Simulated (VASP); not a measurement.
A run of VASP 6.6.1:

INCAR

```
SYSTEM = Ti3Ni
PREC = Accurate
ENCUT = 520
EDIFF = 1E-6
ISMEAR = -1
SIGMA = 0.05
LREAL = .FALSE.
LASPH = .TRUE.
NELM = 150
ALGO = Normal
ISIF = 2
LWAVE = .FALSE.
LCHARG = .FALSE.
ISPIN = 2
MAGMOM = 1 1 1 1
LORBIT = 11
LMAXMIX = 4
GGA = PS
NBANDS = 35
```

File KPOINTS:

```
Automatic mesh
0
G
  7 7 7
  0 0 0
```

Contents of POSCAR:

```
Ti3Ni
1.0
    3.8548427654      0.0000000000      0.0000000000
    0.0000000000      3.8548427654      0.0000000000
    0.0000000000      0.0000000000      3.8548427654
Ni Ti
1 3
Direct
    0.0000000000      0.0000000000      0.0000000000
    0.5000000000      0.5000000000      0.0000000000
    0.5000000000      0.0000000000      0.5000000000
    0.0000000000      0.5000000000      0.5000000000
```

Potentials or basis: VASP PAW PBE potentials, release 64 (Ni, Ti_sv).

Command:

```bash
$ cat potpaw_PBE.64/Ni/POTCAR potpaw_PBE.64/Ti_sv/POTCAR > POTCAR
$ mpirun -np 1 vasp_std > vasp.out
```

Hardware: 1 thread of Intel(R) Xeon(R) Platinum 8375C CPU @ 2.90GHz (Ice Lake), with other jobs on the host.

**Question.** How long does it take, and how much memory?

**Answer.** Run time: 89 s on 1 thread of Intel(R) Xeon(R) Platinum 8375C CPU @ 2.90GHz (Ice Lake) (shared host), peak memory 0.22 GiB. Counts: scf iterations 18, k points 20.
